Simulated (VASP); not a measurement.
# Co (P6_3/mmc) in VASP: notebook

The runs below take Co through single point, with PBEsol.

Everything below comes from runs of VASP 6.6.1. Logs are shortened: lines on timing, memory, paths and dates and some standing lists are left out, and cuts for length are marked.

### Step 1. The cell of the first run

The structure is hexagonal, space group P6_3/mmc (No. 194). The conventional cell has a = 2.479 Å, b = 2.479 Å, c = 4.011 Å, α = 90.00°, β = 90.00°, γ = 120.00°. Within 3.3 Å of Co (site symmetry -6m2) lie 12 Co at 2.46 to 2.48 Å.

### Step 2. Single point, PBEsol, collinear spin, ferromagnetic start

File INCAR:

```
SYSTEM = Co
PREC = Accurate
ENCUT = 520
EDIFF = 1E-7
ISMEAR = -1
SIGMA = 0.08
LREAL = .FALSE.
LASPH = .TRUE.
NELM = 150
ALGO = Normal
ISIF = 2
LWAVE = .FALSE.
LCHARG = .TRUE.
ISPIN = 2
MAGMOM = 1.7 1.7
LORBIT = 11
LMAXMIX = 4
GGA = PS
LELF = .TRUE.
LVHAR = .TRUE.
NBANDS = 20
```

File KPOINTS:

```
Automatic mesh
0
G
  18 18 10
  0 0 0
```

File POSCAR:

```
Co
1.0
    2.4788018156      0.0000000000      0.0000000000
   -1.2394009078      2.1467053433      0.0000000000
    0.0000000000      0.0000000000      4.0105822626
Co
2
Direct
    0.3333333333      0.6666666667      0.2500000000
    0.6666666667      0.3333333333      0.7500000000
```

Potentials or basis: VASP PAW PBE potentials, release 64 (Co).

Started as:

```
> cat potpaw_PBE.64/Co/POTCAR > POTCAR
> mpirun -np 1 vasp_std > vasp.out
```

OUTCAR:

```text
SYSTEM = Co
   PREC = Accurate
   ENCUT = 520
   EDIFF = 1E-7
   ISMEAR = -1
   LREAL = .FALSE.
   LASPH = .TRUE.
   NELM = 150
   ISIF = 2
   ISPIN = 2
   LORBIT = 11
   GGA = PS

 ion  position               nearest neighbor table
   1  0.333  0.667  0.250-   2 2.46   2 2.46   2 2.46   2 2.46   2 2.46   2 2.46
   2  0.667  0.333  0.750-   1 2.46   1 2.46   1 2.46   1 2.46   1 2.46   1 2.46

  LATTYP: Found a hexagonal cell.
 ALAT       =     2.4788018156
 C/A-ratio  =     1.6179519627

  Lattice vectors:

 A1 = (   2.4788018156,   0.0000000000,   0.0000000000)
 A2 = (  -1.2394009078,   2.1467053433,   0.0000000000)
 A3 = (   0.0000000000,   0.0000000000,   4.0105822626)

Analysis of symmetry for initial positions (statically):
=====================================================================
 Subroutine PRICEL returns:
 Original cell was already a primitive cell.

 Routine SETGRP: Setting up the symmetry group for a
 hexagonal supercell.

 Subroutine GETGRP returns: Found 24 space group operations
 (whereof 12 operations were pure point group operations)
 out of a pool of 24 trial point group operations.

The static configuration has the point symmetry D_3d.
 The point group associated with its full space group is D_6h.

Analysis of symmetry for dynamics (positions and initial velocities):
=====================================================================
 Subroutine PRICEL returns:
 Original cell was already a primitive cell.

 Routine SETGRP: Setting up the symmetry group for a
 hexagonal supercell.

 Subroutine GETGRP returns: Found 24 space group operations
 (whereof 12 operations were pure point group operations)
 out of a pool of 24 trial point group operations.

The dynamic configuration has the point symmetry D_3d.
 The point group associated with its full space group is D_6h.

Analysis of structural, dynamic, and magnetic symmetry:
=====================================================================
 Subroutine PRICEL returns:
 Original cell was already a primitive cell.

 Routine SETGRP: Setting up the symmetry group for a
 hexagonal supercell.

 Subroutine GETGRP returns: Found 24 space group operations
 (whereof 12 operations were pure point group operations)
 out of a pool of 24 trial point group operations.

The overall configuration has the point symmetry D_3d.
 The point group associated with its full space group is D_6h.

 Subroutine INISYM returns: Found 24 space group operations
 (whereof 12 operations are pure point group operations),
 and found     1 'primitive' translations

----------------------------------------------------------------------------------------

                                     Primitive cell

  volume of cell :      21.3413

  direct lattice vectors                    reciprocal lattice vectors
     2.478801816  0.000000000  0.000000000     0.403420715  0.232915058  0.000000000
    -1.239400908  2.146705343  0.000000000     0.000000000  0.465830116  0.000000000
     0.000000000  0.000000000  4.010582263     0.000000000  0.000000000  0.249340354

  length of vectors
     2.478801816  2.478801816  4.010582263     0.465830116  0.465830116  0.249340354

  position of ions in fractional coordinates (direct lattice)
     0.333333333  0.666666667  0.250000000
     0.666666667  0.333333333  0.750000000

  ion indices of the primitive-cell ions
   primitive index   ion index
                 1           1
                 2           2

----------------------------------------------------------------------------------------

 KPOINTS: Automatic mesh

Automatic generation of k-mesh.
 Grid dimensions read from file:
 generate k-points for:   18   18   10

 Generating k-lattice:

  Cartesian coordinates                     Fractional coordinates (reciprocal lattice)
     0.022412262  0.012939725  0.000000000     0.055555556  0.000000000  0.000000000
     0.000000000  0.025879451  0.000000000     0.000000000  0.055555556  0.000000000
     0.000000000  0.000000000  0.024934035     0.000000000  0.000000000  0.100000000

  Length of vectors
     0.025879451  0.025879451  0.024934035

  Shift w.r.t. Gamma in fractional coordinates (k-lattice)
     0.000000000  0.000000000  0.000000000

 Subroutine IBZKPT returns following result:
 ===========================================

 Found    222 irreducible k-points:

 Following reciprocal coordinates:
            Coordinates               Weight
  0.000000  0.000000  0.000000      1.000000
  0.055556  0.000000  0.000000      6.000000
  0.111111  0.000000  0.000000      6.000000
  0.166667 -0.000000  0.000000      6.000000
  0.222222 -0.000000  0.000000      6.000000
  0.277778  0.000000  0.000000      6.000000
[... 16 lines left out ...]
  0.333333  0.111111  0.000000     12.000000
  0.388889  0.111111  0.000000     12.000000
 [... further k-points ...]
   k-points           NKPTS =    222   k-points in BZ     NKDIM =    222   number of bands    NBANDS=     20
   number of dos      NEDOS =    301   number of ions     NIONS =      2
   total plane-waves  NPLWV =   9720
   dimension x,y,z NGX =    18 NGY =   18 NGZ =   30
   dimension x,y,z NGXF=    36 NGYF=   36 NGZF=   60
   ions per type =               2
   NGX,Y,Z   is equivalent  to a cutoff of  12.07, 12.07, 12.44 a.u.
   NGXF,Y,Z  is equivalent  to a cutoff of  24.14, 24.14, 24.87 a.u.
 SYSTEM =  Co
   PREC   = accura    normal or accurate (medium, high low for compatibility)
   ISTART =      0    job   : 0-new  1-cont  2-samecut
   ICHARG =      2    charge: 1-file 2-atom 10-const
   ISPIN  =      2    spin polarized calculation?
   LNONCOLLINEAR =      F non collinear calculations
   LSORBIT =      F    spin-orbit coupling
   LASPH  =      T    aspherical Exc in radial PAW
   ENCUT  =  520.0 eV  38.22 Ry    6.18 a.u.   4.61  4.61  7.46*2*pi/ulx,y,z
   NELM   =    150;   NELMIN=  2; NELMDL= -5     # of ELM steps
   EDIFF  = 0.1E-06   stopping-criterion for ELM
   LREAL  =      F    real-space projection
   EDIFFG = 0.1E-05   stopping-criterion for IOM
   NSW    =      0    number of steps for IOM
   IBRION =     -1    ionic relax: 0-MD 1-quasi-New 2-CG
   NFREE  =      0    steps in history (QN), initial steepest desc. (CG)
   ISIF   =      2    stress and relaxation
   ISYM   =      2    0-nonsym 1-usesym 2-fastsym
   POTIM  = 0.5000    time-step for ionic-motion
   TEBEG  =    0.0;   TEEND  =   0.0 temperature during run
   PSTRESS=    0.0 pullay stress
   NELECT =      18.0000    total number of electrons
   NUPDOWN=      -1.0000    fix difference up-down
   EMIN   =  10.00;   EMAX   =-10.00  energy-range for DOS
   EFERMI =   0.00;   METHOD = LEGACY
   ISMEAR =    -1;   SIGMA  =   0.08  broadening in eV -4-tet -1-fermi 0-gaus
   EFERMI_NEDOS =   21; number of points for ismear=-14 and -15
   IALGO  =     38    algorithm
   IMIX   =      4    mixing-type and parameters
     AMIX     =   0.40;   BMIX     =  1.00
     AMIX_MAG =   1.60;   BMIX_MAG =  1.00
  volume/ion in A,a.u.               =      10.67        72.01
  Fermi-wavevector in a.u.,A,eV,Ry     =   1.546768  2.922967 32.551809  2.392490
  Thomas-Fermi vector in A             =   2.651957
   LORBIT       =     11    0 simple, 1 ext, 2 COOP (PROOUT), +10 PAW based schemes
   GGA     = PS    functional components
   LHFCALC =     F    Hartree Fock is set to
   AEXX    =    0.0000 exact exchange contribution
   IVDW    =     0    specifies the selected vdW correction
   LEPSILON=     F    determine dielectric tensor
   LRPA    =     F    only Hartree local field effects (RPA)
 spin polarized calculation
  energy-cutoff  :      520.00
  volume of cell :       21.34
 maximum number of plane-waves:       586
   NGX =  9   NGY =  9   NGZ = 15

 number of electron      17.9999993 magnetization       3.1663828

 Free energy of the ion-electron system (eV)
  ---------------------------------------------------
  ext. energy  EPLUGINS =         0.00000000
  ---------------------------------------------------
  free energy    TOTEN  =       -15.47648810 eV

  energy without entropy =      -15.43959330  energy(sigma->0) =      -15.45804070

 E-fermi :  10.3050     XC(G=0): -13.6771

 val. band max:       10.3004135290   @ k =   0.1111   0.0556   0.2000
 cond. band min:      10.3108542807   @ k =   0.2222   0.1667   0.4000
 fundamental gap:      0.0104407518
 Fermi energy:        10.3050299437

 spin component 1

 k-point     1 :       0.0000    0.0000    0.0000
  band No.  band energies     occupation
      1       1.2380      1.00000
      2       5.0881      1.00000
      3       7.6951      1.00000
      4       7.7210      1.00000
      5       7.7210      1.00000
      6       8.0435      1.00000
[... 12 lines left out ...]
     19      36.4396      0.00000
     20      36.4396      0.00000
[... 507 lines left out ...]
 k-point    24 :       0.3889    0.1111    0.0000
  band No.  band energies     occupation
      1       5.5648      1.00000
      2       5.7469      1.00000
      3       5.8715      1.00000
      4       7.3426      1.00000
      5       7.4953      1.00000
      6       7.7871      1.00000
[... 12 lines left out ...]
     19      33.0531      0.00000
     20      35.4377      0.00000

 [... further k-points ...]

 spin component 2

 k-point     1 :       0.0000    0.0000    0.0000
  band No.  band energies     occupation
      1       1.2966      1.00000
      2       6.0262      1.00000
      3       9.2837      1.00000
      4       9.3121      1.00000
      5       9.3121      1.00000
      6       9.6868      0.99956
[... 12 lines left out ...]
     19      36.7788      0.00000
     20      36.7788      0.00000
[... 507 lines left out ...]
 k-point    24 :       0.3889    0.1111    0.0000
  band No.  band energies     occupation
      1       6.3367      1.00000
      2       6.9359      1.00000
      3       7.0805      1.00000
      4       8.1694      1.00000
      5       9.0496      1.00000
      6       9.2627      1.00000
[... 12 lines left out ...]
     19      33.3964      0.00000
     20      35.8369      0.00000

 [... further k-points ...]
[... 5 lines left out ...]
  --------------------------------------------------------------------------------------
  -------------------------------------------------------------------------------------
  Total       -0.9570585     -0.9570585     -0.9743559      0.0000000     -0.0000000      0.0000000
  in kB      -71.8501058    -71.8501058    -73.1486832      0.0000000     -0.0000000      0.0000000
  external PRESSURE =     -72.2829649 kB  Pullay stress =       0.0000000 kB

 VOLUME and BASIS-vectors are now :
 -----------------------------------------------------------------------------
  energy-cutoff  :      520.00
  volume of cell :       21.34
      direct lattice vectors                 reciprocal lattice vectors
     2.478801816  0.000000000  0.000000000     0.403420715  0.232915058  0.000000000
    -1.239400908  2.146705343  0.000000000     0.000000000  0.465830116  0.000000000
     0.000000000  0.000000000  4.010582263     0.000000000  0.000000000  0.249340354

 POSITION                                       TOTAL-FORCE (eV/Angst)
 -----------------------------------------------------------------------------------
     -0.00000      1.43114      1.00265         0.000000      0.000000      0.000000
      1.23940      0.71557      3.00794         0.000000      0.000000      0.000000
 -----------------------------------------------------------------------------------
    total drift:                               -0.000000      0.000000     -0.000000

  FREE ENERGIE OF THE ION-ELECTRON SYSTEM (eV)
  ---------------------------------------------------
  free  energy   TOTEN  =       -15.4764881022 eV

  energy  without entropy=      -15.4395933011  energy(sigma->0) =      -15.45804070

 total charge

# of ion       s       p       d       tot
------------------------------------------
    1        0.496   0.539   7.270   8.304
    2        0.496   0.539   7.270   8.304
--------------------------------------------------
tot          0.991   1.078  14.539  16.608

 magnetization (x)

# of ion       s       p       d       tot
------------------------------------------
    1       -0.015  -0.052   1.662   1.596
    2       -0.015  -0.052   1.662   1.596
--------------------------------------------------
tot         -0.030  -0.103   3.325   3.191
```

Run time: 7.9 min. Hardware: 1 thread of AMD EPYC 7R13, shared host; peak memory 0.2 GiB.

Results:

* Free energy: -15.4765 eV
* Pressure: -7.2 GPa
* Net moment: 3.17 μB per cell
* Site moments: Co +1.60 μB
* Valence electrons inside the program's atomic spheres: Co 8.30

Stress tensor (GPa, compression positive):
```
-7.19  0.00  0.00
 0.00 -7.19  0.00
 0.00  0.00 -7.31
```

Levels at points of the mesh, in eV from the Fermi level:
Spin up:
```
           k point  band 9  band 10  band 11  band 12  band 13  band 14
(0.00, 0.00, 0.00)   -1.90    -0.77    -0.77    -0.15     6.48    22.07
(0.50, 0.00, 0.00)   -0.53    -0.48     1.35     3.39     9.77    10.44
(0.00, 0.00, 0.50)   -1.09    -1.09    -1.09    -1.09    15.16    15.16
(0.50, 0.00, 0.50)   -0.54    -0.54     1.59     1.59     7.39     7.39
```
Spin down:
| k point | band 3 | band 4 | band 5 | band 6 | band 7 | band 8 | band 9 | band 10 | band 11 | band 12 |
| --- | --- | --- | --- | --- | --- | --- | --- | --- | --- | --- |
| (0.00, 0.00, 0.00) | -1.02 | -0.99 | -0.99 | -0.62 | -0.62 | -0.18 | -0.18 | -0.13 | 1.07 | 1.07 |
| (0.50, 0.00, 0.00) | -3.32 | -1.87 | -1.15 | -1.06 | -0.64 | 1.20 | 1.33 | 1.37 | 2.59 | 4.37 |
| (0.00, 0.00, 0.50) | -1.58 | -1.58 | -1.06 | -1.06 | -1.06 | -1.06 | 0.72 | 0.72 | 0.72 | 0.72 |
| (0.50, 0.00, 0.50) | -2.43 | -2.43 | -0.07 | -0.07 | 0.25 | 0.25 | 1.30 | 1.30 | 2.25 | 2.25 |

Caveat: the PAW data sets were made with another functional, which shifts forces and pressure a little.

(Part 1 of 2 ends here.)
